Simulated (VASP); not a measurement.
Here is a VASP 6.6.1 calculation.

The input POSCAR:

```
InAs
1.0
    0.0000000000      3.2109866824      3.2109866824
    3.2109866824      0.0000000000      3.2109866824
    3.2109866824      3.2109866824      0.0000000000
In As
1 1
Direct
    0.0000000000      0.0000000000      0.0000000000
    0.2500000000      0.2500000000      0.2500000000
```

File INCAR.step1:

```
SYSTEM = InAs
ALGO = Normal
EDIFF = 1E-5
ENCUT = 520
GGA = PE
ISIF = 2
ISMEAR = -1
LASPH = .True.
LCHARG = .False.
LREAL = .False.
LWAVE = .True.
NBANDS = 16
NELM = 100
PREC = Accurate
SIGMA = 0.02
```

INCAR.step2

```
SYSTEM = InAs
ALGO = Normal
EDIFF = 1E-7
ENCUT = 520
GGA = PE
HFSCREEN = 0.2079
ISIF = 2
ISMEAR = -1
ISTART = 1
LASPH = .True.
LCHARG = .False.
LHFCALC = .True.
LREAL = .False.
LWAVE = .False.
NBANDS = 16
NELM = 100
PREC = Accurate
PRECFOCK = Normal
SIGMA = 0.02
```

The input KPOINTS:

```
k-points
0
Gamma
  6 6 6
  0 0 0
```

Potentials or basis: VASP PAW PBE potentials, release 64 (In_d, As).

Run with:

```console
$ cat potpaw_PBE.64/In_d/POTCAR potpaw_PBE.64/As/POTCAR > POTCAR
$ cp INCAR.step1 INCAR
$ mpirun -np 1 vasp_std > vasp.out
$ cp INCAR.step2 INCAR
$ mpirun -np 1 vasp_std > vasp.out
```

**Question.** What does it give for the pressure?

**Answer.** -6.1 GPa.

**Question.** What does it give for the band gap on the k mesh?

**Answer.** Zero (filled and empty bands touch).

Caveat: the cell differs from its parent crystal (strain +5.1%); the cell stands under tension; the PAW data sets were made with another functional, which shifts forces and pressure a little; spin-orbit coupling is left out, which moves the levels of the heavy elements.
